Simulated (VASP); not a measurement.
# In2Sb (P6_3/mmc) in VASP: a series of runs

In2Sb is run at these levels: PBEsol; tasks: single point.

Everything below comes from runs of VASP 6.6.1. Logs are shortened: lines on timing, memory, paths and dates and some standing lists are left out, and cuts for length are marked.

## 1. The cell of the first run

It takes space group P6_3/mmc (No. 194, hexagonal). The conventional cell has a = 5.380 Å, b = 5.380 Å, c = 6.723 Å, α = 90.00°, β = 90.00°, γ = 120.00°. Within 4.1 Å of In (site symmetry -6m2) lie 5 Sb at 3.11 to 3.36 Å and 6 In at 3.53 Å. In (site symmetry -3m) has 8 In at 3.36 to 3.53 Å and 6 Sb at 3.53 Å within 4.4 Å. Within 4.1 Å of Sb (site symmetry -6m2) lie 11 In at 3.11 to 3.53 Å.

## 2. Single point, PBEsol

INCAR reads:

```
PREC = Accurate
ENCUT = 520
EDIFF = 1E-6
ISMEAR = 0
SIGMA = 0.01
LREAL = F
LASPH = T
NELM = 80
ALGO = Fast
ISIF = 2
LWAVE = F
LCHARG = F
GGA = PS
NBANDS = 40
```

KPOINTS reads:

```
regular mesh
0
Gamma
  6 6 3
```

POSCAR reads:

```
In2Sb
1.0
    5.3799042018      0.0000000000      0.0000000000
   -2.6899521009      4.6591337087      0.0000000000
    0.0000000000      0.0000000000      6.7225520000
In Sb
4 2
Direct
    0.6666666667      0.3333333333      0.2500000000
    0.3333333333      0.6666666667      0.7500000000
    0.0000000000      0.0000000000      0.5000000000
    0.0000000000      0.0000000000      0.0000000000
    0.6666666667      0.3333333333      0.7500000000
    0.3333333333      0.6666666667      0.2500000000
```

Potentials or basis: VASP PAW PBE potentials, release 64 (In_d, Sb).

Run with:

```
$ cat potpaw_PBE.64/In_d/POTCAR potpaw_PBE.64/Sb/POTCAR > POTCAR
$ mpirun -np 1 vasp_std > vasp.out
```

OUTCAR:

```text
PREC = Accurate
   ENCUT = 520
   EDIFF = 1E-6
   ISMEAR = 0
   LREAL = F
   LASPH = T
   NELM = 80
   ISIF = 2
   GGA = PS

 ion  position               nearest neighbor table
   1  0.667  0.333  0.250-   6 3.11   6 3.11   6 3.11   5 3.36   5 3.36   3 3.53   4 3.53   3 3.53
                             4 3.53   3 3.53   4 3.53
   2  0.333  0.667  0.750-   5 3.11   5 3.11   5 3.11   6 3.36   6 3.36   3 3.53   4 3.53   4 3.53
                             3 3.53   4 3.53   3 3.53
   3  0.000  0.000  0.500-   4 3.36   4 3.36   1 3.53   5 3.53   6 3.53   2 3.53   1 3.53   5 3.53
                             2 3.53   6 3.53   1 3.53   5 3.53   2 3.53   6 3.53
   4  0.000  0.000  0.000-   3 3.36   3 3.36   1 3.53   5 3.53   6 3.53   2 3.53   1 3.53   5 3.53
                             2 3.53   6 3.53   1 3.53   5 3.53   2 3.53   6 3.53
   5  0.667  0.333  0.750-   2 3.11   2 3.11   2 3.11   1 3.36   1 3.36   3 3.53   4 3.53   3 3.53
                             4 3.53   3 3.53   4 3.53
   6  0.333  0.667  0.250-   1 3.11   1 3.11   1 3.11   2 3.36   2 3.36   3 3.53   4 3.53   4 3.53
                             3 3.53   4 3.53   3 3.53

  LATTYP: Found a hexagonal cell.
 ALAT       =     5.3799042018
 C/A-ratio  =     1.2495672317

  Lattice vectors:

 A1 = (   5.3799042018,   0.0000000000,   0.0000000000)
 A2 = (  -2.6899521009,   4.6591337087,   0.0000000000)
 A3 = (   0.0000000000,   0.0000000000,   6.7225520000)

Analysis of symmetry for initial positions (statically):
=====================================================================
 Subroutine PRICEL returns:
 Original cell was already a primitive cell.

 Routine SETGRP: Setting up the symmetry group for a
 hexagonal supercell.

 Subroutine GETGRP returns: Found 24 space group operations
 (whereof 12 operations were pure point group operations)
 out of a pool of 24 trial point group operations.

The static configuration has the point symmetry D_3d.
 The point group associated with its full space group is D_6h.

Analysis of symmetry for dynamics (positions and initial velocities):
=====================================================================
 Subroutine PRICEL returns:
 Original cell was already a primitive cell.

 Routine SETGRP: Setting up the symmetry group for a
 hexagonal supercell.

 Subroutine GETGRP returns: Found 24 space group operations
 (whereof 12 operations were pure point group operations)
 out of a pool of 24 trial point group operations.

The dynamic configuration has the point symmetry D_3d.
 The point group associated with its full space group is D_6h.

 Subroutine INISYM returns: Found 24 space group operations
[... 100 lines left out ...]
   ISIF   =      2    stress and relaxation
   ISYM   =      2    0-nonsym 1-usesym 2-fastsym
   POTIM  = 0.5000    time-step for ionic-motion
   TEBEG  =    0.0;   TEEND  =   0.0 temperature during run
   PSTRESS=    0.0 pullay stress
   NELECT =      62.0000    total number of electrons
   NUPDOWN=      -1.0000    fix difference up-down
   EMIN   =  10.00;   EMAX   =-10.00  energy-range for DOS
   EFERMI =   0.00;   METHOD = LEGACY
   ISMEAR =     0;   SIGMA  =   0.01  broadening in eV -4-tet -1-fermi 0-gaus
   EFERMI_NEDOS =   21; number of points for ismear=-14 and -15
   IALGO  =     68    algorithm
   IMIX   =      4    mixing-type and parameters
     AMIX     =   0.40;   BMIX     =  1.00
     AMIX_MAG =   1.60;   BMIX_MAG =  1.00
  volume/ion in A,a.u.               =      28.08       189.52
  Fermi-wavevector in a.u.,A,eV,Ry     =   1.173097  2.216833 18.723762  1.376158
  Thomas-Fermi vector in A             =   2.309516
   LORBIT       =      0    0 simple, 1 ext, 2 COOP (PROOUT), +10 PAW based schemes
   GGA     = PS    functional components
   LHFCALC =     F    Hartree Fock is set to
   AEXX    =    0.0000 exact exchange contribution
   IVDW    =     0    specifies the selected vdW correction
   LEPSILON=     F    determine dielectric tensor
   LRPA    =     F    only Hartree local field effects (RPA)
 non-spin polarized calculation
 RMM-DIIS sequential band-by-band and
 Gauss-broadening in eV      SIGMA  =   0.01
  energy-cutoff  :      520.00
  volume of cell :      168.51
 maximum number of plane-waves:      4566
   NGX = 21   NGY = 21   NGZ = 25

 number of electron      62.0000005 magnetization

 Free energy of the ion-electron system (eV)
  ---------------------------------------------------
  ext. energy  EPLUGINS =         0.00000000
  ---------------------------------------------------
  free energy    TOTEN  =       -20.88542724 eV

  energy without entropy =      -20.88355398  energy(sigma->0) =      -20.88449061

 E-fermi :   7.0415     XC(G=0): -10.0764

 val. band max:        7.0406014338   @ k =   0.3333   0.1667   0.3333
 cond. band min:       7.0436810070   @ k =   0.1667   0.0000   0.0000
 fundamental gap:      0.0030795732
 Fermi energy:         7.0415385168

 k-point     1 :       0.0000    0.0000    0.0000
  band No.  band energies     occupation
      1      -7.6394      2.00000
      2      -7.6318      2.00000
      3      -7.6318      2.00000
      4      -7.5823      2.00000
      5      -7.5823      2.00000
      6      -7.5273      2.00000
[... 591 lines left out ...]
     39      11.9236      0.00000
     40      11.9237      0.00000

------------------------ aborting loop because EDIFF is reached ----------------------------------------

  FORCE on cell =-STRESS in cart. coord.  units (eV):
  Direction    XX          YY          ZZ          XY          YZ          ZX
  --------------------------------------------------------------------------------------
  -------------------------------------------------------------------------------------
  Total       -0.5952078     -0.5952078     -5.8923900     -0.0000000      0.0000000      0.0000000
  in kB       -5.6593338     -5.6593338    -56.0258147     -0.0000000      0.0000000      0.0000000
  external PRESSURE =     -22.4481608 kB  Pullay stress =       0.0000000 kB

 VOLUME and BASIS-vectors are now :
 -----------------------------------------------------------------------------
  energy-cutoff  :      520.00
  volume of cell :      168.51
      direct lattice vectors                 reciprocal lattice vectors
     5.379904202  0.000000000  0.000000000     0.185876916  0.107316087  0.000000000
    -2.689952101  4.659133709  0.000000000     0.000000000  0.214632175  0.000000000
     0.000000000  0.000000000  6.722552000     0.000000000  0.000000000  0.148753033

 POSITION                                       TOTAL-FORCE (eV/Angst)
 -----------------------------------------------------------------------------------
      2.68995      1.55304      1.68064         0.000000      0.000000     -0.000000
     -0.00000      3.10609      5.04191        -0.000000     -0.000000      0.000000
      0.00000      0.00000      3.36128        -0.000000      0.000000     -0.000000
      0.00000      0.00000      0.00000        -0.000000      0.000000     -0.000000
      2.68995      1.55304      5.04191        -0.000000      0.000000     -0.000000
     -0.00000      3.10609      1.68064        -0.000000     -0.000000     -0.000000
 -----------------------------------------------------------------------------------
    total drift:                               -0.000000     -0.000000      0.000000

  FREE ENERGIE OF THE ION-ELECTRON SYSTEM (eV)
  ---------------------------------------------------
  free  energy   TOTEN  =       -20.8854272388 eV

  energy  without entropy=      -20.8835539751  energy(sigma->0) =      -20.88449061
```

OSZICAR:

```text
N       E                     dE             d eps       ncg     rms          rms(c)
DAV:   1     0.581422367265E+03    0.58142E+03   -0.27725E+04  1128   0.183E+03
DAV:   2     0.416404189487E+02   -0.53978E+03   -0.52798E+03  1136   0.470E+02
DAV:   3    -0.183430333703E+02   -0.59983E+02   -0.58162E+02  1304   0.176E+02
DAV:   4    -0.209801337212E+02   -0.26371E+01   -0.26178E+01  1368   0.387E+01
DAV:   5    -0.211193421074E+02   -0.13921E+00   -0.13919E+00  1792   0.747E+00    0.474E+00
RMM:   6    -0.209113510164E+02    0.20799E+00   -0.41111E-01  1215   0.529E+00    0.257E+00
RMM:   7    -0.208876920114E+02    0.23659E-01   -0.12956E-01  1365   0.213E+00    0.773E-01
RMM:   8    -0.208846584260E+02    0.30336E-02   -0.20703E-02  1404   0.141E+00    0.161E-01
RMM:   9    -0.208852188549E+02   -0.56043E-03   -0.74169E-03  1582   0.501E-01    0.171E-01
RMM:  10    -0.208853178107E+02   -0.98956E-04   -0.17155E-03  1585   0.405E-01    0.980E-02
RMM:  11    -0.208854029682E+02   -0.85158E-04   -0.10325E-03  1720   0.177E-01    0.401E-02
RMM:  12    -0.208854230883E+02   -0.20120E-04   -0.19129E-04  1869   0.764E-02    0.194E-02
RMM:  13    -0.208854262747E+02   -0.31865E-05   -0.33778E-05  1734   0.286E-02    0.250E-02
RMM:  14    -0.208854272388E+02   -0.96403E-06   -0.63743E-06  1240   0.220E-02
   1 F= -.20885427E+02 E0= -.20884491E+02  d E =-.187326E-02
```

Run time: 2.1 min. Hardware: 1 thread of Intel Xeon 8259CL, shared host; peak memory 0.31 GiB.

Results:

```yaml
Free_energy: -20.8854 eV
Pressure: -2.2 GPa
Band_gap_on_the_k_mesh: zero (band 31 reaches 8.01 eV, above the bottom of band 32 at 6.38 eV)
```

Stress tensor (GPa, compression positive):
```
-0.57  0.00  0.00
 0.00 -0.57  0.00
 0.00  0.00 -5.60
```

Levels at points of the mesh, in eV from the Fermi level:
```csv
k point,band 29,band 30,band 31,band 32,band 33,band 34
"(0.00, 0.00, 0.00)",-1.83,-1.59,-0.57,-0.37,-0.37,0.03
"(0.50, 0.00, 0.00)",-1.71,-1.67,-1.22,1.25,1.56,2.27
```

Caveat: the PAW data sets were made with another functional, which shifts forces and pressure a little; spin-orbit coupling is left out, which moves the levels of the heavy elements.

(Part 1 of 2 ends here.)
